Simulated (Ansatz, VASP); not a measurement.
One calculation of Mn, two programs

```xyz
1
Lattice="-1.3933 1.3933 1.3933 1.3933 -1.3933 1.3933 1.3933 1.3933 -1.3933" Properties=species:S:1:pos:R:3 pbc="T T T"
Mn    0.6980   -0.4222    0.9516
```

Alike in both runs: task single point; functional BLYP; dispersion D3(BJ); k mesh 4 × 4 × 4; occupations gaussian, width 0.1 eV; collinear spin.

```csv
,VASP,Ansatz
version,VASP 6.6.1,Ansatz 0.2.0
potentials or method,"VASP PAW PBE potentials, release 64 (Mn_pv), cutoff 500 eV","scalar-relativistic, plane waves, PAW"
valence electrons in the cell,13,15
```

VASP gave:

| Property | Result |
| --- | --- |
| gap on the k mesh at the Fermi level (eV) | none |
| pressure (GPa) | -0.1 |
| net moment per atom (μB) | 1.00 |
| size of the moment on the site where the two differ most (μB) | 0.99 |

Task: What did Ansatz give for the same quantities?

Result: gap on the k mesh at the Fermi level (eV): none; pressure (GPa): -0.2; net moment per atom (μB): 1.00; size of the moment on the site where the two differ most (μB): 0.99.

VASP's potentials were made for PBE, not for BLYP. Site moments also hang on the region over which each program counts them. A gap of «none» marks a metal or a gap that the smearing closes. VASP's potentials hold 13 valence electrons a cell and Ansatz's 15, so a difference there can come from the potentials and not from the codes. Ansatz's warnings: force scf threshold loose, stability check not made, stress scf threshold loose.

The k mesh is coarse, so the values compare programs but aren't converged.
